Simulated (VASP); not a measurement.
# In3BiO3 (P1) in VASP: relaxation of cell and atoms with PBE

Aim: the relaxation of cell and atoms of In3BiO3 with PBE.

Program: VASP 6.6.1. These are calculated values, not measurements. Logs are shortened: lines on timing, memory, paths and dates and some standing lists are left out, and cuts for length are marked.

## (1) The cell of the first run

The typed cell holds 7 atoms: a = 5.421 Å, b = 5.265 Å, c = 5.205 Å, α = 97.38°, β = 95.76°, γ = 98.82°.

## (2) Relaxation of cell and atoms, PBE

Input file INCAR:

```
SYSTEM = In3BiO3
PREC     = Accurate       ! precision mode
ENCUT    = 600            ! plane-wave cutoff, eV
EDIFF    = 1E-7           ! SCF threshold, eV
ISMEAR   = 0              ! smearing method
SIGMA    = 0.1            ! smearing width, eV
LREAL    = .False.        ! projectors in reciprocal space
LASPH    = .True.         ! aspherical terms in the spheres
NELM     = 80             ! most SCF steps
ALGO     = Normal         ! electronic algorithm
ISIF     = 3              ! what is computed and relaxed
LWAVE    = .False.        ! write WAVECAR
LCHARG   = .False.        ! write CHGCAR
GGA      = PE             ! functional
IBRION   = 2              ! ionic algorithm
NSW      = 80             ! ionic steps
EDIFFG   = -0.025         ! ionic threshold
```

Input file KPOINTS:

```
regular mesh
0
Gamma
  3 3 3
  0 0 0
```

Input file POSCAR:

```
In3BiO3
1.0
    4.1083883522      2.2605632804      2.7196401813
   -4.0058957142      2.2502658917      2.5710215014
    0.0423285187     -4.4919549287      2.6285566508
In Bi O
3 1 3
Direct
    0.8613850983      0.3743262538      0.3384708575
    0.3555320496      0.3483194521      0.8747509888
    0.3812012260      0.8664707626      0.3738924319
    0.9554596042      0.9753367914      0.9736901712
    0.6183249139      0.1757442529      0.5993424105
    0.6140774979      0.6018308012      0.1928802795
    0.1540196100      0.5979716859      0.5869728606
```

Potentials or basis: VASP PAW PBE potentials, release 64 (In_d, Bi_d, O).

The run is started by

```bash
$ cat potpaw_PBE.64/In_d/POTCAR potpaw_PBE.64/Bi_d/POTCAR potpaw_PBE.64/O/POTCAR > POTCAR
$ mpirun -np 1 vasp_std > vasp.out
```

OUTCAR:

```text
SYSTEM = In3BiO3
   PREC = Accurate
   ENCUT = 600
   EDIFF = 1E-7
   ISMEAR = 0
   LREAL = .False.
   LASPH = .True.
   NELM = 80
   ISIF = 3
   GGA = PE
   IBRION = 2
   NSW = 80
   EDIFFG = -0.025

 ion  position               nearest neighbor table
   1  0.861  0.374  0.338-   7 2.05   6 2.08   5 2.23   4 2.79   2 3.44   3 3.47   3 3.50   2 3.70
                             2 3.79   4 3.89   3 3.95
   2  0.356  0.348  0.875-   6 2.21   5 2.32   7 2.40   4 2.83   3 3.43   1 3.44   3 3.49   1 3.70
                             1 3.79   3 3.86   3 4.01
   3  0.381  0.866  0.374-   5 2.06   6 2.21   7 2.21   4 3.12   2 3.43   1 3.47   2 3.49   1 3.50
                             2 3.86   4 3.93   1 3.95   2 4.01
   4  0.955  0.975  0.974-   1 2.79   2 2.83   6 2.91   5 2.94   3 3.12   1 3.89   3 3.93
   5  0.618  0.176  0.599-   3 2.06   1 2.23   2 2.32   4 2.94
   6  0.614  0.602  0.193-   1 2.08   3 2.21   2 2.21   4 2.91
   7  0.154  0.598  0.587-   1 2.05   3 2.21   2 2.40

  LATTYP: Found a triclinic cell.
 ALAT       =     5.4208342451
 B/A-ratio  =     1.4971222407
 C/A-ratio  =     1.7318957107
 COS(alpha) =     0.0128166767
 COS(beta)  =     0.5470058508
 COS(gamma) =     0.7674774540

  Lattice vectors:

 A1 = (   4.1083883522,   2.2605632804,   2.7196401813)
 A2 = (   8.1142840664,   0.0102973887,   0.1486186799)
 A3 = (   0.0601641193,   9.0027841008,   2.6621050319)

Analysis of symmetry for initial positions (statically):
=====================================================================
 Subroutine PRICEL returns:
 Original cell was already a primitive cell.

 Routine SETGRP: Setting up the symmetry group for a
 triclinic supercell.

 Subroutine GETGRP returns: Found  1 space group operations
 (whereof  1 operations were pure point group operations)
 out of a pool of  2 trial point group operations.

The static configuration has the point symmetry C_1 .

Analysis of symmetry for dynamics (positions and initial velocities):
=====================================================================
 Subroutine PRICEL returns:
 Original cell was already a primitive cell.

 Routine SETGRP: Setting up the symmetry group for a
 triclinic supercell.

 Subroutine GETGRP returns: Found  1 space group operations
 (whereof  1 operations were pure point group operations)
 out of a pool of  2 trial point group operations.

The dynamic configuration has the point symmetry C_1 .

 Subroutine INISYM returns: Found  1 space group operations
 (whereof  1 operations are pure point group operations),
 and found     1 'primitive' translations

----------------------------------------------------------------------------------------

                                     Primitive cell

  volume of cell :     144.4764

  direct lattice vectors                    reciprocal lattice vectors
     4.108388352  2.260563280  2.719640181     0.120876902  0.073635200  0.123889078
    -4.005895714  2.250265892  2.571021501    -0.125684992  0.073949866  0.128397281
     0.042328519 -4.491954929  2.628556651    -0.002131536 -0.148517988  0.126668039

  length of vectors
     5.420834245  5.265078216  5.204686432     0.188100696  0.194296581  0.195209960

  position of ions in fractional coordinates (direct lattice)
     0.861385098  0.374326254  0.338470857
     0.355532050  0.348319452  0.874750989
     0.381201226  0.866470763  0.373892432
     0.955459604  0.975336791  0.973690171
     0.618324914  0.175744253  0.599342411
     0.614077498  0.601830801  0.192880280
     0.154019610  0.597971686  0.586972861

  ion indices of the primitive-cell ions
   primitive index   ion index
                 1           1
                 2           2
                 3           3
                 4           4
                 5           5
                 6           6
                 7           7

----------------------------------------------------------------------------------------

 KPOINTS: regular mesh

Automatic generation of k-mesh.
 Grid dimensions read from file:
 generate k-points for:    3    3    3

 Generating k-lattice:

  Cartesian coordinates                     Fractional coordinates (reciprocal lattice)
     0.040292301  0.024545067  0.041296359     0.333333333  0.000000000  0.000000000
    -0.041894997  0.024649955  0.042799094    -0.000000000  0.333333333 -0.000000000
    -0.000710512 -0.049505996  0.042222680     0.000000000  0.000000000  0.333333333

  Length of vectors
     0.062700232  0.064765527  0.065069987

  Shift w.r.t. Gamma in fractional coordinates (k-lattice)
     0.000000000  0.000000000  0.000000000

 Subroutine IBZKPT returns following result:
 ===========================================

 Found     14 irreducible k-points:

 Following reciprocal coordinates:
            Coordinates               Weight
  0.000000  0.000000  0.000000      1.000000
  0.333333 -0.000000  0.000000      2.000000
 -0.000000  0.333333  0.000000      2.000000
  0.333333  0.333333  0.000000      2.000000
 -0.333333  0.333333 -0.000000      2.000000
 -0.000000  0.000000  0.333333      2.000000
  0.333333 -0.000000  0.333333      2.000000
 -0.333333  0.000000  0.333333      2.000000
 -0.000000  0.333333  0.333333      2.000000
  0.333333  0.333333  0.333333      2.000000
 -0.333333  0.333333  0.333333      2.000000
 -0.000000 -0.333333  0.333333      2.000000
  0.333333 -0.333333  0.333333      2.000000
 -0.333333 -0.333333  0.333333      2.000000
   k-points           NKPTS =     14   k-points in BZ     NKDIM =     14   number of bands    NBANDS=     43
   number of dos      NEDOS =    301   number of ions     NIONS =      7
   total plane-waves  NPLWV =  84672
   dimension x,y,z NGX =    48 NGY =   42 NGZ =   42
   dimension x,y,z NGXF=    96 NGYF=   84 NGZF=   84
   ions per type =               3   1   3
   NGX,Y,Z   is equivalent  to a cutoff of  14.72, 13.26, 13.42 a.u.
   NGXF,Y,Z  is equivalent  to a cutoff of  29.44, 26.52, 26.83 a.u.
 SYSTEM =  In3BiO3
   PREC   = accura    normal or accurate (medium, high low for compatibility)
   ISTART =      0    job   : 0-new  1-cont  2-samecut
   ICHARG =      2    charge: 1-file 2-atom 10-const
   ISPIN  =      1    spin polarized calculation?
   LNONCOLLINEAR =      F non collinear calculations
   LSORBIT =      F    spin-orbit coupling
   LASPH  =      T    aspherical Exc in radial PAW
   ENCUT  =  600.0 eV  44.10 Ry    6.64 a.u.  10.83 10.52 10.40*2*pi/ulx,y,z
   NELM   =     80;   NELMIN=  2; NELMDL= -5     # of ELM steps
   EDIFF  = 0.1E-06   stopping-criterion for ELM
   LREAL  =      F    real-space projection
   EDIFFG = -.3E-01   stopping-criterion for IOM
   NSW    =     80    number of steps for IOM
   IBRION =      2    ionic relax: 0-MD 1-quasi-New 2-CG
   NFREE  =      1    steps in history (QN), initial steepest desc. (CG)
   ISIF   =      3    stress and relaxation
   ISYM   =      2    0-nonsym 1-usesym 2-fastsym
   POTIM  = 0.5000    time-step for ionic-motion
   TEBEG  =    0.0;   TEEND  =   0.0 temperature during run
   PSTRESS=    0.0 pullay stress
   NELECT =      72.0000    total number of electrons
   NUPDOWN=      -1.0000    fix difference up-down
   EMIN   =  10.00;   EMAX   =-10.00  energy-range for DOS
   EFERMI =   0.00;   METHOD = LEGACY
   ISMEAR =     0;   SIGMA  =   0.10  broadening in eV -4-tet -1-fermi 0-gaus
   EFERMI_NEDOS =   21; number of points for ismear=-14 and -15
   IALGO  =     38    algorithm
   IMIX   =      4    mixing-type and parameters
     AMIX     =   0.40;   BMIX     =  1.00
     AMIX_MAG =   1.60;   BMIX_MAG =  1.00
  volume/ion in A,a.u.               =      20.64       139.28
  Fermi-wavevector in a.u.,A,eV,Ry     =   1.297936  2.452744 22.920894  1.684638
  Thomas-Fermi vector in A             =   2.429297
   LORBIT       =      0    0 simple, 1 ext, 2 COOP (PROOUT), +10 PAW based schemes
   GGA     = PE    functional components
   LHFCALC =     F    Hartree Fock is set to
   AEXX    =    0.0000 exact exchange contribution
   IVDW    =     0    specifies the selected vdW correction
   LEPSILON=     F    determine dielectric tensor
   LRPA    =     F    only Hartree local field effects (RPA)
 conjugate gradient relaxation of ions
 non-spin polarized calculation
 Gauss-broadening in eV      SIGMA  =   0.10
  energy-cutoff  :      600.00
  volume of cell :      144.48
 maximum number of plane-waves:      4842
 NGX is ok and might be reduce to    48
   NGX = 21   NGY = 21   NGZ = 21

--------------------------------------- Ionic step        1  -------------------------------------------

 number of electron      72.0000009 magnetization

 Free energy of the ion-electron system (eV)
  ---------------------------------------------------
  ext. energy  EPLUGINS =         0.00000000
  ---------------------------------------------------
  free energy    TOTEN  =       -32.86104986 eV

  energy without entropy =      -32.85938104  energy(sigma->0) =      -32.86021545

------------------------ aborting loop because EDIFF is reached ----------------------------------------

  FORCE on cell =-STRESS in cart. coord.  units (eV):
  Direction    XX          YY          ZZ          XY          YZ          ZX
  --------------------------------------------------------------------------------------
  -------------------------------------------------------------------------------------
  Total       -0.5255715     -0.0132501      3.1861660      0.4107698      0.6334065     -2.1049773
  in kB       -5.8283467     -0.1469371     35.3331179      4.5552489      7.0241871    -23.3432317
  external PRESSURE =       9.7859447 kB  Pullay stress =       0.0000000 kB
[... 104 lines left out ...]
  FREE ENERGIE OF THE ION-ELECTRON SYSTEM (eV)
  ---------------------------------------------------
  free  energy   TOTEN  =       -33.2314790005 eV

  energy  without entropy=      -33.2292832583  energy(sigma->0) =      -33.23038113

[... ionic steps 4 to 13 ...]

--------------------------------------- Ionic step       14  -------------------------------------------

 number of electron      72.0000003 magnetization

------------------------ aborting loop because EDIFF is reached ----------------------------------------

  FORCE on cell =-STRESS in cart. coord.  units (eV):
  Direction    XX          YY          ZZ          XY          YZ          ZX
  --------------------------------------------------------------------------------------
  -------------------------------------------------------------------------------------
  Total       -0.0259935     -0.0480281     -0.0528011      0.0511162     -0.0197083     -0.0189992
  in kB       -0.2873611     -0.5309571     -0.5837232      0.5650969     -0.2178778     -0.2100384
  external PRESSURE =      -0.4673471 kB  Pullay stress =       0.0000000 kB
[... 67 lines left out ...]
  energy  without entropy=      -33.4079027050  energy(sigma->0) =      -33.40801621

--------------------------------------- Ionic step       16  -------------------------------------------

 number of electron      72.0000002 magnetization

 Free energy of the ion-electron system (eV)
  ---------------------------------------------------
  ext. energy  EPLUGINS =         0.00000000
  ---------------------------------------------------
  free energy    TOTEN  =       -33.40835158 eV

  energy without entropy =      -33.40814395  energy(sigma->0) =      -33.40824776

 E-fermi :   5.0764     XC(G=0):  -9.6960

 val. band max:        4.8861612467   @ k =   0.0000   0.0000   0.0000
 cond. band min:       5.2509665461   @ k =   0.0000   0.0000   0.0000
 fundamental gap:      0.3648052994
 Fermi energy:         5.0764389474

 k-point     1 :       0.0000    0.0000    0.0000
  band No.  band energies     occupation
      1     -16.7541      2.00000
      2     -16.7541      2.00000
      3     -16.7412      2.00000
      4     -16.7410      2.00000
      5     -16.7316      2.00000
      6     -12.9180      2.00000
[... 667 lines left out ...]
  FREE ENERGIE OF THE ION-ELECTRON SYSTEM (eV)
  ---------------------------------------------------
  free  energy   TOTEN  =       -33.4083515758 eV

  energy  without entropy=      -33.4081439484  energy(sigma->0) =      -33.40824776

 reached required accuracy - stopping structural energy minimisation
```

Wall time 40 min (1 thread of Oxide Virtual Turin-like, shared host); peak memory 0.32 GiB.

Results:

```
Free energy                           : -33.4084 eV
Relaxed volume                        : 20.69 Å³/atom
Relaxed cell                          : a = 5.309 Å, b = 5.309 Å, c = 5.310 Å, α = 98.05°, β = 98.01°, γ = 98.01°
Space group after relaxing (to 0.1 Å) : R3m (No. 160)
Energy gained by relaxing             : 78.2 meV/atom
Ionic steps                           : 16
Pressure after relaxing               : 0.1 GPa
Largest force after relaxing          : 0.015 eV/Å
Band gap on the k mesh                : 0.36 eV
```

Forces on the atoms (eV/Å):
```
In   0.002  0.007  0.002
In  -0.002 -0.011  0.005
In   0.011 -0.001 -0.010
Bi  -0.005  0.007 -0.003
O    0.000 -0.001 -0.001
O    0.000 -0.004  0.009
O   -0.004  0.002 -0.003
```

Step by step:
```tsv
step	energy change (eV)	largest force (eV/Å)	pressure (GPa)	volume (Å³)
1	0.0000	1.5874	0.98	144.48
2	-0.3570	0.6781	-1.88	147.07
3	-0.3704	0.5596	-2.30	147.72
4	-0.4820	0.3389	0.84	141.92
5	-0.4823	0.3417	0.68	142.16
6	-0.5164	0.2026	0.23	143.20
7	-0.5180	0.2742	0.14	143.46
8	-0.5296	0.2224	-0.13	144.12
9	-0.5358	0.1872	-0.49	145.07
10	-0.5428	0.1183	0.14	144.23
11	-0.5432	0.1276	0.31	144.01
12	-0.5458	0.0566	0.06	144.61
13	-0.5460	0.0601	-0.03	144.83
14	-0.5469	0.0383	-0.05	144.93
15	-0.5471	0.0346	-0.06	144.99
16	-0.5473	0.0145	0.05	144.81
```

Final structure:
```
In Bi O
1.0
     4.00572    2.31439    2.60418
    -4.00839    2.31507    2.59971
     0.00078   -4.62787    2.60394
In Bi O
3 1 3
Direct
  0.85066 0.36270 0.36249
  0.36231 0.36241 0.85047
  0.36270 0.85117 0.36283
  0.97128 0.97085 0.97152
  0.60371 0.18636 0.60352
  0.60300 0.60317 0.18591
  0.18634 0.60335 0.60327
```

Levels at points of the mesh, in eV from the valence-band top:
```csv
k point,band 33,band 34,band 35,band 36,band 37,band 38,band 39,band 40
"(0.00, 0.00, 0.00)",-2.45,-0.76,0.00,0.00,0.36,2.79,2.79,4.38
```

Caveat: spin-orbit coupling is left out, which moves the levels of the heavy elements.
